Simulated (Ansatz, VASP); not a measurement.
Rh: VASP beside Ansatz

POSCAR

```
Rh
1.0
    0.0000000000      1.9029860900      1.9029860900
    1.9029860900      0.0000000000      1.9029860900
    1.9029860900      1.9029860900      0.0000000000
Rh
1
Direct
    0.0000000000      0.0000000000      0.0000000000
```

INCAR.step1

```
PREC     = Accurate       # precision mode
ENCUT    = 520            # plane-wave cutoff, eV
ISMEAR   = 0              # smearing method
SIGMA    = 0.1            # smearing width, eV
LREAL    = F              # projectors in reciprocal space
LASPH    = T              # aspherical terms in the spheres
NELM     = 80             # most SCF steps
NBANDS   = 14             # bands
GGA      = PE             # functional
ALGO     = Normal         # electronic algorithm
EDIFF    = 1E-4           # SCF threshold, eV
LWAVE    = T              # write WAVECAR
LCHARG   = F              # write CHGCAR
```

The input INCAR.step2:

```
PREC     = Accurate       # precision mode
ENCUT    = 520            # plane-wave cutoff, eV
EDIFF    = 1E-6           # SCF threshold, eV
ISMEAR   = 0              # smearing method
SIGMA    = 0.1            # smearing width, eV
LREAL    = F              # projectors in reciprocal space
LASPH    = T              # aspherical terms in the spheres
NELM     = 80             # most SCF steps
ALGO     = Normal         # electronic algorithm
ISIF     = 2              # what is computed and relaxed
LWAVE    = F              # write WAVECAR
LCHARG   = F              # write CHGCAR
METAGGA  = R2SCAN         # meta-GGA
LMIXTAU  = T            
NBANDS   = 14             # bands
ISTART   = 1
```

Contents of KPOINTS:

```
Automatic mesh
0
Gamma
  8 8 8
```

Input for Ansatz:

```yaml
crystal:
  lattice:
    - [0.0, 1.90298609, 1.90298609]
    - [1.90298609, 0.0, 1.90298609]
    - [1.90298609, 1.90298609, 0.0]
  atoms:
    - { symbol: Rh, position: [0.0, 0.0, 0.0] }
basis:
  ecutwfc: 500
kpoints:
  mp_grid: { grid: [8, 8, 8] }
hamiltonian:
  xc: r2scan
  pseudopotentials: { kind: paw, azcp: { folder: soft_1 } }
scf:
  occupations: { method: gaussian, width: 0.1 }
output:
  forces: true
  stress: true
  eigenvalues: true
```

Alike in both runs: task single point; functional r2SCAN; k mesh 8 × 8 × 8; occupations gaussian, width 0.1 eV; no spin polarisation.

|  | VASP | Ansatz |
| --- | --- | --- |
| version | VASP 6.6.1 | Ansatz 0.2.0 |
| potentials or method | VASP PAW PBE potentials, release 64 (Rh_pv), cutoff 520 eV | scalar-relativistic, plane waves, PAW |
| valence electrons in the cell | 15 | 17 |

|  | VASP | Ansatz | Ansatz less VASP |
| --- | --- | --- | --- |
| gap on the k mesh at the Fermi level (eV) | none | none | - |
| pressure (GPa) | 0.6 | -0.6 | -1.18 |

VASP's potentials were made for PBE, not for r2SCAN. A gap of «none» marks a metal or a gap that the smearing closes. VASP's potentials hold 15 valence electrons a cell and Ansatz's 17, so a difference there can come from the potentials and not from the codes.
